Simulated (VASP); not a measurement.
# TiCo (Pm-3m) in VASP: further runs

The runs below take TiCo through single point, with PBE, PBEsol.

Everything below comes from runs of VASP 6.6.1. Logs are shortened: lines on timing, memory, paths and dates and some standing lists are left out, and cuts for length are marked.

## (1) The cell of the first run

It takes space group Pm-3m (No. 221, cubic). The conventional cell has a = 2.925 Å, b = 2.925 Å, c = 2.925 Å, α = 90.00°, β = 90.00°, γ = 90.00°. Within 3.3 Å of Ti (site symmetry m-3m) lie 8 Co at 2.53 Å and 6 Ti at 2.93 Å. Co (site symmetry m-3m) has 8 Ti at 2.53 Å and 6 Co at 2.93 Å within 3.3 Å.

## (2) Single point, PBE, collinear spin, ferrimagnetic start

INCAR

```
PREC = Accurate
ENCUT = 520
EDIFF = 1E-7
ISMEAR = 0
SIGMA = 0.05
LREAL = F
LASPH = T
NELM = 150
ALGO = Normal
ISIF = 2
LWAVE = F
LCHARG = T
ISPIN = 2
MAGMOM = -0.02 0.98
LORBIT = 11
LMAXMIX = 4
GGA = PE
LELF = T
LVHAR = T
NBANDS = 22
```

KPOINTS

```
regular mesh
0
Gamma
  12 12 12
```

POSCAR

```
TiCo
1.0
    2.9251528449      0.0000000000      0.0000000000
    0.0000000000      2.9251528449      0.0000000000
    0.0000000000      0.0000000000      2.9251528449
Ti Co
1 1
Direct
    0.0000000000      0.0000000000      0.0000000000
    0.5000000000      0.5000000000      0.5000000000
```

Potentials or basis: VASP PAW PBE potentials, release 64 (Ti_sv, Co).

Run with:

```bash
$ cat potpaw_PBE.64/Ti_sv/POTCAR potpaw_PBE.64/Co/POTCAR > POTCAR
$ mpirun -np 1 vasp_std > vasp.out
```

OUTCAR:

```text
PREC = Accurate
   ENCUT = 520
   EDIFF = 1E-7
   ISMEAR = 0
   LREAL = F
   LASPH = T
   NELM = 150
   ISIF = 2
   ISPIN = 2
   LORBIT = 11
   GGA = PE

 ion  position               nearest neighbor table
   1  0.000  0.000  0.000-   2 2.53   2 2.53   2 2.53   2 2.53   2 2.53   2 2.53   2 2.53   2 2.53

   2  0.500  0.500  0.500-   1 2.53   1 2.53   1 2.53   1 2.53   1 2.53   1 2.53   1 2.53   1 2.53

  LATTYP: Found a simple cubic cell.
 ALAT       =     2.9251528449

  Lattice vectors:

 A1 = (   2.9251528449,   0.0000000000,   0.0000000000)
 A2 = (   0.0000000000,   2.9251528449,   0.0000000000)
 A3 = (   0.0000000000,   0.0000000000,   2.9251528449)

Analysis of symmetry for initial positions (statically):
=====================================================================
 Subroutine PRICEL returns:
 Original cell was already a primitive cell.

 Routine SETGRP: Setting up the symmetry group for a
 simple cubic supercell.

 Subroutine GETGRP returns: Found 48 space group operations
 (whereof 48 operations were pure point group operations)
 out of a pool of 48 trial point group operations.

The static configuration has the point symmetry O_h .

Analysis of symmetry for dynamics (positions and initial velocities):
=====================================================================
 Subroutine PRICEL returns:
 Original cell was already a primitive cell.

 Routine SETGRP: Setting up the symmetry group for a
 simple cubic supercell.

 Subroutine GETGRP returns: Found 48 space group operations
 (whereof 48 operations were pure point group operations)
 out of a pool of 48 trial point group operations.

The dynamic configuration has the point symmetry O_h .

Analysis of structural, dynamic, and magnetic symmetry:
=====================================================================
 Subroutine PRICEL returns:
 Original cell was already a primitive cell.

 Routine SETGRP: Setting up the symmetry group for a
 simple cubic supercell.

 Subroutine GETGRP returns: Found 48 space group operations
 (whereof 48 operations were pure point group operations)
 out of a pool of 48 trial point group operations.

The overall configuration has the point symmetry O_h .

 Subroutine INISYM returns: Found 48 space group operations
 (whereof 48 operations are pure point group operations),
 and found     1 'primitive' translations

----------------------------------------------------------------------------------------
[... 109 lines left out ...]
   EFERMI_NEDOS =   21; number of points for ismear=-14 and -15
   IALGO  =     38    algorithm
   IMIX   =      4    mixing-type and parameters
     AMIX     =   0.40;   BMIX     =  1.00
     AMIX_MAG =   1.60;   BMIX_MAG =  1.00
  volume/ion in A,a.u.               =      12.51        84.45
  Fermi-wavevector in a.u.,A,eV,Ry     =   1.544067  2.917863 32.438217  2.384142
  Thomas-Fermi vector in A             =   2.649640
   LORBIT       =     11    0 simple, 1 ext, 2 COOP (PROOUT), +10 PAW based schemes
   GGA     = PE    functional components
   LHFCALC =     F    Hartree Fock is set to
   AEXX    =    0.0000 exact exchange contribution
   IVDW    =     0    specifies the selected vdW correction
   LEPSILON=     F    determine dielectric tensor
   LRPA    =     F    only Hartree local field effects (RPA)
 spin polarized calculation
 Gauss-broadening in eV      SIGMA  =   0.05
  energy-cutoff  :      520.00
  volume of cell :       25.03
 maximum number of plane-waves:       693
 NGX is ok and might be reduce to    24
   NGX = 11   NGY = 11   NGZ = 11

 number of electron      21.0000013 magnetization       0.7385132

 Free energy of the ion-electron system (eV)
  ---------------------------------------------------
  ext. energy  EPLUGINS =         0.00000000
  ---------------------------------------------------
  free energy    TOTEN  =       -15.62897214 eV

  energy without entropy =      -15.62641004  energy(sigma->0) =      -15.62769109

 E-fermi :  10.7832     XC(G=0): -12.9085

 val. band max:       10.7731301378   @ k =   0.3333   0.3333   0.2500
 cond. band min:      10.7841962771   @ k =   0.5000   0.4167   0.4167
 fundamental gap:      0.0110661394
 Fermi energy:        10.7831835158

 spin component 1

 k-point     1 :       0.0000    0.0000    0.0000
  band No.  band energies     occupation
      1     -46.3267      1.00000
      2     -22.3988      1.00000
      3     -22.3988      1.00000
      4     -22.3988      1.00000
      5       2.8064      1.00000
      6       6.3276      1.00000
[... 589 lines left out ...]
     21      27.9915      0.00000
     22      31.1818      0.00000

 [... further k-points ...]

 spin component 2

 k-point     1 :       0.0000    0.0000    0.0000
  band No.  band energies     occupation
      1     -46.3142      1.00000
      2     -22.3867      1.00000
      3     -22.3867      1.00000
      4     -22.3867      1.00000
      5       2.8190      1.00000
      6       6.8678      1.00000
[... 589 lines left out ...]
     21      27.9318      0.00000
     22      31.2347      0.00000

 [... further k-points ...]
[... 5 lines left out ...]
  --------------------------------------------------------------------------------------
  -------------------------------------------------------------------------------------
  Total        1.6230221      1.6230221      1.6230221      0.0000000     -0.0000000     -0.0000000
  in kB      103.8937243    103.8937243    103.8937243      0.0000000     -0.0000000     -0.0000000
  external PRESSURE =     103.8937243 kB  Pullay stress =       0.0000000 kB

 VOLUME and BASIS-vectors are now :
 -----------------------------------------------------------------------------
  energy-cutoff  :      520.00
  volume of cell :       25.03
      direct lattice vectors                 reciprocal lattice vectors
     2.925152845  0.000000000  0.000000000     0.341862478  0.000000000  0.000000000
     0.000000000  2.925152845  0.000000000     0.000000000  0.341862478  0.000000000
     0.000000000  0.000000000  2.925152845     0.000000000  0.000000000  0.341862478

 POSITION                                       TOTAL-FORCE (eV/Angst)
 -----------------------------------------------------------------------------------
      0.00000      0.00000      0.00000         0.000000      0.000000      0.000000
      1.46258      1.46258      1.46258         0.000000      0.000000      0.000000
 -----------------------------------------------------------------------------------
    total drift:                                0.000000      0.000000     -0.000000

  FREE ENERGIE OF THE ION-ELECTRON SYSTEM (eV)
  ---------------------------------------------------
  free  energy   TOTEN  =       -15.6289721424 eV

  energy  without entropy=      -15.6264100417  energy(sigma->0) =      -15.62769109

 total charge

# of ion       s       p       d       tot
------------------------------------------
    1        2.262   6.203   1.914  10.378
    2        0.549   0.497   7.353   8.398
--------------------------------------------------
tot          2.810   6.699   9.266  18.776

 magnetization (x)

# of ion       s       p       d       tot
------------------------------------------
    1       -0.002  -0.009   0.009  -0.002
    2        0.027  -0.002   0.743   0.768
--------------------------------------------------
tot          0.025  -0.011   0.753   0.767
```

Run time: 1.9 min. Hardware: 1 thread of AMD EPYC 7R43 (Zen 3), shared host; peak memory 0.16 GiB.

Results:

```
Free energy                                           : -15.6290 eV
Pressure                                              : 10.4 GPa
Net moment                                            : 0.74 μB per cell
Site moments                                          : Ti -0.00; Co +0.77 μB
Valence electrons inside the program's atomic spheres : Ti 10.38; Co 8.40
```

## (3) Single point, PBE, collinear spin, ferrimagnetic start

This run uses another cell than the first one, of 13.31 Å³/atom, 1.064 times its volume.

INCAR

```
SYSTEM = TiCo
PREC = Accurate ; ENCUT = 520
EDIFF = 1E-6 ; ISMEAR = 0
SIGMA = 0.05 ; LREAL = .False.
LASPH = .True. ; NELM = 150
ALGO = Normal ; ISIF = 2
LWAVE = .False. ; LCHARG = .True.
ISPIN = 2 ; MAGMOM = -1 3
LORBIT = 11 ; LMAXMIX = 4
GGA = PE ; LELF = .True.
LVHAR = .True. ; NBANDS = 22
```

KPOINTS

```
regular mesh
0
Gamma
  12 12 12
  0 0 0
```

POSCAR

```
TiCo
1.0
    2.9861109900      0.0000000000      0.0000000000
    0.0000000000      2.9861109900      0.0000000000
    0.0000000000      0.0000000000      2.9861109900
Ti Co
1 1
Direct
    0.0000000000      0.0000000000      0.0000000000
    0.5000000000      0.5000000000      0.5000000000
```

Potentials or basis: VASP PAW PBE potentials, release 64 (Ti_sv, Co).

Run with:

```bash
$ cat potpaw_PBE.64/Ti_sv/POTCAR potpaw_PBE.64/Co/POTCAR > POTCAR
$ mpirun -np 1 vasp_std > vasp.out
```

It took 87 s on 1 thread of AMD EPYC 7R43 (Zen 3), shared host; peak memory 0.17 GiB.

It converged, with:

| Item | Value |
| --- | --- |
| Free energy | -15.6738 eV |
| Pressure | -0.7 GPa |
| Net moment | 0.86 μB per cell |
| Site moments | Ti -0.02; Co +0.93 μB |
| Valence electrons inside the program's atomic spheres | Ti 10.29; Co 8.29 |

Levels at points of the mesh, in eV from the Fermi level:
Spin up:
```csv
k point,band 7,band 8,band 9,band 10,band 11,band 12,band 13,band 14,band 15,band 16
"(0.00, 0.00, 0.00)",-4.20,-1.91,-1.91,-1.91,0.44,0.44,2.63,2.63,2.63,8.89
"(0.50, 0.00, 0.00)",-3.12,-2.02,-2.02,-1.55,-0.73,-0.64,0.63,0.63,2.19,3.85
"(0.50, 0.50, 0.00)",-2.76,-2.76,-1.54,-0.81,0.60,0.60,1.07,2.41,2.41,3.08
"(0.50, 0.50, 0.50)",-2.82,-2.12,-2.12,-2.12,-1.51,-1.51,3.15,3.15,6.89,8.27
```
Spin down:
| k point | band 7 | band 8 | band 9 | band 10 | band 11 | band 12 | band 13 | band 14 |
| --- | --- | --- | --- | --- | --- | --- | --- | --- |
| (0.00, 0.00, 0.00) | -3.54 | -1.36 | -1.36 | -1.36 | 1.00 | 1.00 | 2.73 | 2.73 |
| (0.50, 0.00, 0.00) | -1.90 | -1.44 | -1.44 | -0.93 | -0.83 | 0.55 | 0.64 | 0.64 |
| (0.50, 0.50, 0.00) | -2.32 | -2.32 | -0.04 | 0.26 | 0.57 | 0.57 | 1.23 | 2.60 |
| (0.50, 0.50, 0.50) | -2.35 | -2.11 | -2.11 | -2.11 | -0.01 | -0.01 | 3.10 | 3.10 |

## (4) Single point, PBEsol, collinear spin, ferrimagnetic start

This run uses another cell than the first one, of 13.31 Å³/atom, 1.064 times its volume.

INCAR

```
SYSTEM = TiCo
  PREC = Accurate
  ENCUT = 520
  EDIFF = 1E-6
  ISMEAR = 0
  SIGMA = 0.05
  LREAL = .FALSE.
  LASPH = .TRUE.
  NELM = 150
  ALGO = Normal
  ISIF = 2
  LWAVE = .FALSE.
  LCHARG = .FALSE.
  ISPIN = 2
  MAGMOM = -0.02 0.98
  LORBIT = 11
  LMAXMIX = 4
  GGA = PS
  NBANDS = 22
```

KPOINTS

```
regular mesh
0
G
  12 12 12
  0 0 0
```

POSCAR is that of step 3.

Run with:

```bash
$ cat potpaw_PBE.64/Ti_sv/POTCAR potpaw_PBE.64/Co/POTCAR > POTCAR
$ mpirun -np 1 vasp_std > vasp.out
```

Run time: 95 s. Hardware: 1 thread of AMD EPYC 7R43 (Zen 3), shared host; peak memory 0.17 GiB.

The run converged. Its results:

| Quantity | Value |
| --- | --- |
| Free energy | -16.8681 eV |
| Pressure | -8.4 GPa |
| Net moment | 0.73 μB per cell |
| Site moments | Ti -0.03; Co +0.79 μB |
| Valence electrons inside the program's atomic spheres | Ti 10.29; Co 8.29 |

Levels at points of the mesh, in eV from the Fermi level:
Spin up:
```
           k point  band 9  band 10  band 11  band 12  band 13  band 14
(0.00, 0.00, 0.00)   -1.82    -1.82     0.50     0.50     2.66     2.66
(0.50, 0.00, 0.00)   -1.93    -1.45    -0.76    -0.50     0.63     0.63
(0.50, 0.50, 0.00)   -1.34    -0.69     0.59     0.59     1.09     2.45
(0.50, 0.50, 0.50)   -2.13    -2.13    -1.31    -1.31     3.15     3.15
```
Spin down:
| k point | band 7 | band 8 | band 9 | band 10 | band 11 | band 12 | band 13 | band 14 |
| --- | --- | --- | --- | --- | --- | --- | --- | --- |
| (0.00, 0.00, 0.00) | -3.60 | -1.32 | -1.32 | -1.32 | 0.94 | 0.94 | 2.74 | 2.74 |
| (0.50, 0.00, 0.00) | -2.00 | -1.39 | -1.39 | -0.88 | -0.84 | 0.44 | 0.63 | 0.63 |
| (0.50, 0.50, 0.00) | -2.30 | -2.30 | -0.17 | 0.16 | 0.59 | 0.59 | 1.25 | 2.62 |
| (0.50, 0.50, 0.50) | -2.31 | -2.12 | -2.12 | -2.12 | -0.14 | -0.14 | 3.10 | 3.10 |

Caveat: the PAW data sets were made with another functional, which shifts forces and pressure a little.

## (5) The runs side by side

```csv
level,cell,gap on the mesh (eV),pressure (GPa),moment (μB)
PBE,"a = 2.925 Å, 2 atoms",none,10.4,0.74
PBE,"a = 2.986 Å, 2 atoms",none,-0.7,0.86
PBEsol,"a = 2.986 Å, 2 atoms",none,-8.4,0.73
```

Alike in all rows: task single point; potentials or basis VASP PAW PBE potentials, release 64 (Ti_sv, Co); spin collinear, ferrimagnetic start; k mesh 12 × 12 × 12; cutoff (eV) 520; smearing gaussian 0.05 eV.

Caveats: the PAW data sets were made with another functional, which shifts forces and pressure a little (some runs).

Absolute energies hang on the potentials; compare differences alone.
